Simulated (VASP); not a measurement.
# ZrB2 (P6/mmm) in VASP: further runs, part 2 of 2

VASP 6.6.1. The steps go on from the part before.

## 4. Single point, LDA

This run uses another cell than the first one, of 9.89 Å³/atom.

File INCAR:

```
ALGO     = Normal         # electronic algorithm
EDIFF    = 1E-7           # SCF threshold, eV
ENCUT    = 520            # plane-wave cutoff, eV
GGA      = CA             # functional
ISIF     = 2              # what is computed and relaxed
ISMEAR   = 0              # smearing method
LASPH    = True           # aspherical terms in the spheres
LCHARG   = False          # write CHGCAR
LREAL    = False          # projectors in reciprocal space
LWAVE    = False          # write WAVECAR
NBANDS   = 16             # bands
NELM     = 100            # most SCF steps
PREC     = Accurate       # precision mode
SIGMA    = 0.1            # smearing width, eV
```

File KPOINTS:

```
k-points
0
Gamma
  15 15 12
```

File POSCAR:

```
ZrB2
1.0
    3.1327746474      0.0000000000      0.0000000000
   -1.5663873237      2.7130624289      0.0000000000
    0.0000000000      0.0000000000      3.4894106558
Zr B
1 2
Direct
    0.0000000000      0.0000000000      0.0000000000
    0.3333333333      0.6666666667      0.5000000000
    0.6666666667      0.3333333333      0.5000000000
```

Potentials or basis: VASP PAW LDA potentials, release 64 (Zr_sv, B).

The run is started by

```
$ cat potpaw_LDA.64/Zr_sv/POTCAR potpaw_LDA.64/B/POTCAR > POTCAR
$ mpirun -np 1 vasp_std > vasp.out
```

OUTCAR:

```text
EDIFF = 1E-7
   ENCUT = 520
   GGA = CA
   ISIF = 2
   ISMEAR = 0
   LASPH = True
   LREAL = False
   NELM = 100
   PREC = Accurate

 ion  position               nearest neighbor table
   1  0.000  0.000  0.000-   2 2.51   3 2.51   2 2.51   3 2.51   2 2.51   2 2.51   3 2.51   3 2.51
                             3 2.51   3 2.51   2 2.51   2 2.51
   2  0.333  0.667  0.500-   3 1.81   3 1.81   3 1.81   1 2.51   1 2.51   1 2.51   1 2.51   1 2.51
                             1 2.51
   3  0.667  0.333  0.500-   2 1.81   2 1.81   2 1.81   1 2.51   1 2.51   1 2.51   1 2.51   1 2.51
                             1 2.51

  LATTYP: Found a hexagonal cell.
 ALAT       =     3.1327746474
 C/A-ratio  =     1.1138403009

  Lattice vectors:

 A1 = (   3.1327746474,   0.0000000000,   0.0000000000)
 A2 = (  -1.5663873237,   2.7130624289,   0.0000000000)
 A3 = (   0.0000000000,   0.0000000000,   3.4894106558)

Analysis of symmetry for initial positions (statically):
=====================================================================
 Subroutine PRICEL returns:
 Original cell was already a primitive cell.

 Routine SETGRP: Setting up the symmetry group for a
 hexagonal supercell.

 Subroutine GETGRP returns: Found 24 space group operations
 (whereof 24 operations were pure point group operations)
 out of a pool of 24 trial point group operations.

The static configuration has the point symmetry D_6h.

Analysis of symmetry for dynamics (positions and initial velocities):
=====================================================================
 Subroutine PRICEL returns:
 Original cell was already a primitive cell.

 Routine SETGRP: Setting up the symmetry group for a
 hexagonal supercell.

 Subroutine GETGRP returns: Found 24 space group operations
 (whereof 24 operations were pure point group operations)
 out of a pool of 24 trial point group operations.

The dynamic configuration has the point symmetry D_6h.

[... 113 lines left out ...]
   EMIN   =  10.00;   EMAX   =-10.00  energy-range for DOS
   EFERMI =   0.00;   METHOD = LEGACY
   ISMEAR =     0;   SIGMA  =   0.10  broadening in eV -4-tet -1-fermi 0-gaus
   EFERMI_NEDOS =   21; number of points for ismear=-14 and -15
   IALGO  =     38    algorithm
   IMIX   =      4    mixing-type and parameters
     AMIX     =   0.40;   BMIX     =  1.00
     AMIX_MAG =   1.60;   BMIX_MAG =  1.00
  volume/ion in A,a.u.               =       9.89        66.71
  Fermi-wavevector in a.u.,A,eV,Ry     =   1.386071  2.619293 26.139397  1.921191
  Thomas-Fermi vector in A             =   2.510421
   LORBIT       =      0    0 simple, 1 ext, 2 COOP (PROOUT), +10 PAW based schemes
   GGA     = CA    functional components
   LHFCALC =     F    Hartree Fock is set to
   AEXX    =    0.0000 exact exchange contribution
   IVDW    =     0    specifies the selected vdW correction
   LEPSILON=     F    determine dielectric tensor
   LRPA    =     F    only Hartree local field effects (RPA)
 non-spin polarized calculation
 Gauss-broadening in eV      SIGMA  =   0.10
  energy-cutoff  :      520.00
  volume of cell :       29.66
 maximum number of plane-waves:       820
 NGX is ok and might be reduce to    24
   NGX = 11   NGY = 11   NGZ = 13

 number of electron      18.0000000 magnetization

 Free energy of the ion-electron system (eV)
  ---------------------------------------------------
  ext. energy  EPLUGINS =         0.00000000
  ---------------------------------------------------
  free energy    TOTEN  =       -27.48275799 eV

  energy without entropy =      -27.48170041  energy(sigma->0) =      -27.48222920

 E-fermi :  10.8558     XC(G=0): -12.7548

 val. band max:       10.8305361527   @ k =   0.0667   0.0667   0.4167
 cond. band min:      10.8671225111   @ k =   0.4000   0.1333   0.0000
 fundamental gap:      0.0365863584
 Fermi energy:        10.8558197308

 k-point     1 :       0.0000    0.0000    0.0000
  band No.  band energies     occupation
      1     -37.3604      2.00000
      2     -15.7275      2.00000
      3     -15.1031      2.00000
      4     -15.1031      2.00000
      5      -1.8547      2.00000
      6       8.1686      2.00000
[... 433 lines left out ...]
      3     -15.5919      2.00000
      4     -15.5090      2.00000
      5       2.5013      2.00000
      6       2.7702      2.00000
[... 8 lines left out ...]
     15      20.6872      0.00000
     16      20.9137      0.00000

 [... further k-points ...]
[... 5 lines left out ...]
  --------------------------------------------------------------------------------------
  -------------------------------------------------------------------------------------
  Total        0.0825246      0.0825246      0.0893864      0.0000000      0.0000000     -0.0000000
  in kB        4.4581305      4.4581305      4.8288185      0.0000000      0.0000000     -0.0000000
  external PRESSURE =       4.5816932 kB  Pullay stress =       0.0000000 kB

 VOLUME and BASIS-vectors are now :
 -----------------------------------------------------------------------------
  energy-cutoff  :      520.00
  volume of cell :       29.66
      direct lattice vectors                 reciprocal lattice vectors
     3.132774647  0.000000000  0.000000000     0.319205852  0.184293585  0.000000000
    -1.566387324  2.713062429  0.000000000     0.000000000  0.368587169  0.000000000
     0.000000000  0.000000000  3.489410656     0.000000000  0.000000000  0.286581345

 POSITION                                       TOTAL-FORCE (eV/Angst)
 -----------------------------------------------------------------------------------
      0.00000      0.00000      0.00000         0.000000      0.000000      0.000000
     -0.00000      1.80871      1.74471         0.000000      0.000000      0.000000
      1.56639      0.90435      1.74471        -0.000000      0.000000      0.000000
 -----------------------------------------------------------------------------------
    total drift:                               -0.000000      0.000000     -0.000000

  FREE ENERGIE OF THE ION-ELECTRON SYSTEM (eV)
  ---------------------------------------------------
  free  energy   TOTEN  =       -27.4827579902 eV

  energy  without entropy=      -27.4817004133  energy(sigma->0) =      -27.48222920
```

stdout:

```text
POSCAR found type information on POSCAR ZrB
 POSCAR found :  2 types and       3 ions
 scaLAPACK will be used
 LDA part: xc-table for (Slater(with rela. corr.)+CA(PZ))
 , standard interpolation
 POSCAR, INCAR and KPOINTS ok, starting setup
 FFT: planning ... GRIDC
 FFT: planning ... GRID_SOFT
 FFT: planning ... GRID
 WAVECAR not read
 entering main loop
```

Run time: 33 s. Hardware: 1 thread of Intel Xeon Platinum 8559C (Emerald Rapids), shared host; peak memory 0.2 GiB.

Results:

* Free energy: -27.4828 eV
* Pressure: 0.5 GPa
* Band gap on the k mesh: zero (bands 9 and 10 overlap by 1.03 eV)

Levels at points of the mesh, in eV from the Fermi level:
```tsv
k point	band 7	band 8	band 9	band 10	band 11	band 12
(0.00, 0.00, 0.00)	-2.69	-2.66	-2.26	3.55	3.55	4.35
(0.00, 0.00, 0.50)	-0.96	-0.96	0.34	0.34	0.80	0.80
```

## 5. Summary

| cell | k mesh | gap on the mesh (eV) | pressure (GPa) |
| --- | --- | --- | --- |
| a = 3.168, b = 3.168, c = 3.552 Å, angles 90.0, 90.0, 120.0°, 3 atoms | 6 × 6 × 6 | none | -8.9 |
| a = 3.136, b = 3.136, c = 3.486 Å, angles 90.0, 90.0, 120.0°, 3 atoms | 9 × 9 × 6 | none | 0.3 |
| a = 3.133, b = 3.133, c = 3.489 Å, angles 90.0, 90.0, 120.0°, 3 atoms | 15 × 15 × 12 | none | 0.5 |

Alike in all rows: task single point; level LDA; potentials or basis VASP PAW LDA potentials, release 64 (Zr_sv, B); no spin polarisation; cutoff (eV) 520; smearing gaussian 0.1 eV.

Caveats: some runs use coarse meshes.

Absolute energies hang on the potentials; compare differences alone.
